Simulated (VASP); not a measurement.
# Zr5TiC6 in VASP: a series of runs, part 2 of 2

VASP 6.6.1.

### Step 3. Single point, PBE

This run uses another cell than the first one, of 12.63 Å³/atom.

INCAR

```
SYSTEM = Zr5TiC6
PREC = Accurate
ENCUT = 520
EDIFF = 1E-6
ISMEAR = 0
SIGMA = 0.2
LREAL = .FALSE.
LASPH = .TRUE.
NELM = 60
ALGO = Normal
ISIF = 2
LWAVE = .FALSE.
LCHARG = .TRUE.
GGA = PE
LELF = .TRUE.
LVHAR = .TRUE.
NBANDS = 60
```

KPOINTS

```
Automatic mesh
0
G
  6 6 2
  0 0 0
```

POSCAR

```
Zr5TiC6
1.0
    3.2979392605     -0.0000596389      0.0003086486
   -0.0000591915      3.2978274778     -0.0000979265
    0.0012463562     -0.0003988719     13.9398792734
Zr Ti C
5 1 6
Direct
    0.9999619842      0.0000339139      0.1697490940
    0.4999865547      0.4999913606      0.3394696888
    0.4999726034      0.4999825025      0.6605269563
    1.0000023960     -0.0000095029      0.8302520184
    0.4999865834      0.4999889142      0.9999996769
    0.9999396194     -0.0000560793      0.5000057852
    0.0000005042      0.9999958451      1.0000011542
    0.5000087761      0.4999405017      0.1691246583
    0.0000143062     -0.0000050167      0.3414068447
    0.5001231954      0.5001237528      0.4999978133
    0.0000024922     -0.0000018352      0.6585932271
    0.5000009848      0.5000156433      0.8308730828
```

Potentials or basis: VASP PAW PBE potentials, release 64 (Zr_sv, Ti_sv, C).

Started as:

```sh
$ cat potpaw_PBE.64/Zr_sv/POTCAR potpaw_PBE.64/Ti_sv/POTCAR potpaw_PBE.64/C/POTCAR > POTCAR
$ mpirun -np 1 vasp_std > vasp.out
```

OUTCAR:

```text
SYSTEM = Zr5TiC6
   PREC = Accurate
   ENCUT = 520
   EDIFF = 1E-6
   ISMEAR = 0
   LREAL = .FALSE.
   LASPH = .TRUE.
   NELM = 60
   ISIF = 2
   GGA = PE

 ion  position               nearest neighbor table
   1  1.000  0.000  0.170-   8 2.33   8 2.33   8 2.33   8 2.33   7 2.37   9 2.39   2 3.32   2 3.32
                             5 3.32   2 3.32   5 3.32   2 3.32   5 3.32   5 3.32
   2  0.500  0.500  0.339-  10 2.24   9 2.33   9 2.33   9 2.33   9 2.33   8 2.37   6 3.23   6 3.23
                             6 3.23   6 3.23   1 3.32   1 3.32   1 3.32   1 3.32
   3  0.500  0.500  0.661-  10 2.24  11 2.33  11 2.33  11 2.33  11 2.33  12 2.37   6 3.23   6 3.23
                             6 3.23   6 3.23   4 3.32   4 3.32   4 3.32   4 3.32
   4  0.000  1.000  0.830-  12 2.33  12 2.33  12 2.33  12 2.33   7 2.37  11 2.39   3 3.32   3 3.32
                             5 3.32   5 3.32   3 3.32   5 3.32   3 3.32   5 3.32
   5  0.500  0.500  1.000-   7 2.33   7 2.33   7 2.33   7 2.33   8 2.36  12 2.36   4 3.32   1 3.32
                             4 3.32   1 3.32   4 3.32   1 3.32   1 3.32   4 3.32
   6  1.000  1.000  0.500-  11 2.21   9 2.21  10 2.33  10 2.33  10 2.33  10 2.33   3 3.23   3 3.23
                             2 3.23   2 3.23   2 3.23   3 3.23   3 3.23   2 3.23
   7  0.000  1.000  0.000-   5 2.33   5 2.33   5 2.33   5 2.33   1 2.37   4 2.37
   8  0.500  0.500  0.169-   1 2.33   1 2.33   1 2.33   1 2.33   5 2.36   2 2.37
   9  0.000  1.000  0.341-   6 2.21   2 2.33   2 2.33   2 2.33   2 2.33   1 2.39
  10  0.500  0.500  0.500-   2 2.24   3 2.24   6 2.33   6 2.33   6 2.33   6 2.33
  11  0.000  1.000  0.659-   6 2.21   3 2.33   3 2.33   3 2.33   3 2.33   4 2.39
  12  0.500  0.500  0.831-   4 2.33   4 2.33   4 2.33   4 2.33   5 2.36   3 2.37

  LATTYP: Found a triclinic cell.
 ALAT       =    13.9398793348
 B/A-ratio  =     0.2365830576
 C/A-ratio  =     0.2365750377
 COS(alpha) =     0.0000360351
 COS(beta)  =     0.0000583096
 COS(gamma) =     0.0001829982

  Lattice vectors:

 A1 = (  -0.0012463562,   0.0003988719, -13.9398792734)
 A2 = (  -3.2979392605,   0.0000596389,  -0.0003086486)
 A3 = (  -0.0000591915,   3.2978274778,  -0.0000979265)

Analysis of symmetry for initial positions (statically):
=====================================================================
[... 184 lines left out ...]

 Free energy of the ion-electron system (eV)
  ---------------------------------------------------
  ext. energy  EPLUGINS =         0.00000000
  ---------------------------------------------------
  free energy    TOTEN  =      -115.58061525 eV

  energy without entropy =     -115.54869500  energy(sigma->0) =     -115.56465512

 E-fermi :   9.4489     XC(G=0): -12.1588

 val. band max:        9.4407966248   @ k =   0.0000   0.0000   0.5000
 cond. band min:       9.5413576825   @ k =   0.0000   0.0000   0.0000
 fundamental gap:      0.1005610577
 Fermi energy:         9.4489327113

 k-point     1 :       0.0000    0.0000    0.0000
  band No.  band energies     occupation
      1     -47.5008      2.00000
      2     -38.6088      2.00000
      3     -38.5784      2.00000
      4     -38.5099      2.00000
      5     -38.4533      2.00000
      6     -38.4505      2.00000
[... 1501 lines left out ...]
     59      13.3120      0.00000
     60      13.3499      0.00000

 [... further k-points ...]

------------------------ aborting loop because EDIFF is reached ----------------------------------------

  FORCE on cell =-STRESS in cart. coord.  units (eV):
  Direction    XX          YY          ZZ          XY          YZ          ZX
  --------------------------------------------------------------------------------------
  -------------------------------------------------------------------------------------
  Total        0.1927717      0.2027714      0.2027647      0.0060088      0.0085250     -0.0266146
  in kB        2.0371559      2.1428297      2.1427595      0.0634989      0.0900895     -0.2812554
  external PRESSURE =       2.1075817 kB  Pullay stress =       0.0000000 kB

 VOLUME and BASIS-vectors are now :
 -----------------------------------------------------------------------------
  energy-cutoff  :      520.00
  volume of cell :      151.61
      direct lattice vectors                 reciprocal lattice vectors
     3.297939261 -0.000059639  0.000308649     0.303219656  0.000005442 -0.000027111
    -0.000059191  3.297827478 -0.000097927     0.000005483  0.303229932  0.000008676
     0.001246356 -0.000398872 13.939879273    -0.000006714  0.000002130  0.071736633

 POSITION                                       TOTAL-FORCE (eV/Angst)
 -----------------------------------------------------------------------------------
      3.29803     -0.00002      2.36659         0.001311     -0.002113     -0.000355
      1.64932      1.64872      4.73227         0.000662      0.000483     -0.002594
      1.64967      1.64856      9.20777         0.001385      0.000895      0.003763
      0.00098      3.29746     11.57351        -0.000238      0.000252     -0.000042
      1.65014      1.64845     13.93998         0.000231      0.000137      0.000121
      3.29830      3.29738      6.97023         0.001020      0.000832     -0.001401
     -0.00006      3.29781     -0.00008        -0.000250      0.000157     -0.000249
      1.64918      1.64862      2.35768        -0.000813      0.002044      0.000698
      0.00041      3.29767      4.75907        -0.000833      0.000036     -0.002446
      1.64997      1.64909      6.97001        -0.001727     -0.001786      0.000891
      0.00077      3.29756      9.18061        -0.000677     -0.000322      0.002171
      1.64998      1.64860     11.58238        -0.000072     -0.000614     -0.000557
 -----------------------------------------------------------------------------------
    total drift:                                0.000001      0.000005      0.000179

  FREE ENERGIE OF THE ION-ELECTRON SYSTEM (eV)
  ---------------------------------------------------
  free  energy   TOTEN  =      -115.5806152456 eV

  energy  without entropy=     -115.5486950042  energy(sigma->0) =     -115.56465512
```

It took 8.9 min on 1 thread of Intel Xeon Platinum 8259CL at 2.50GHz (Skylake/Cascade Lake), shared host; peak memory 0.46 GiB.

Results:

| Item | Value |
| --- | --- |
| Free energy | -115.5806 eV |
| Pressure | 0.2 GPa |
| Largest force | 0.004 eV/Å |
| Band gap on the k mesh | zero (bands 48 and 49 overlap by 0.33 eV) |

Forces in eV/Å, atoms in the order of the input:
```
Zr   0.001 -0.002  0.000
Zr   0.001  0.000 -0.003
Zr   0.001  0.001  0.004
Zr   0.000  0.000  0.000
Zr   0.000  0.000  0.000
Ti   0.001  0.001 -0.001
C    0.000  0.000  0.000
C   -0.001  0.002  0.001
C   -0.001  0.000 -0.002
C   -0.002 -0.002  0.001
C   -0.001  0.000  0.002
C    0.000 -0.001 -0.001
```

The gap in the log of VASP goes by the Fermi energy; the results here count the filled bands.